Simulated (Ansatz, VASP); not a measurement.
NiO: VASP beside Ansatz

```
CELL_PARAMETERS angstrom
0.00000 2.10849 2.10849
2.10849 0.00000 2.10849
2.10849 2.10849 0.00000
ATOMIC_POSITIONS crystal
Ni 0.00000 0.00000 0.00000
O 0.50000 0.50000 0.50000
```

Alike in both runs: task single point; functional PBE; k mesh 14 × 14 × 14; occupations gaussian, width 0.05 eV; non-collinear spin, spin-orbit coupling.

|  | VASP | Ansatz |
| --- | --- | --- |
| version | VASP 6.6.1 | Ansatz 0.2.0 |
| potentials or method | VASP PAW PBE potentials, release 64 (Ni, O), cutoff 520 eV | plane waves, PAW |
| valence electrons in the cell | 16 | 24 |

|  | VASP | Ansatz | Ansatz less VASP |
| --- | --- | --- | --- |
| pressure (GPa) | -0.6 | 0.0 | +0.61 |
| net moment per atom (μB) | 0.88 | 0.90 | +0.020 |

VASP's potentials hold 16 valence electrons a cell and Ansatz's 24, so a difference there can come from the potentials and not from the codes. Ansatz's warnings: stress scf threshold loose.
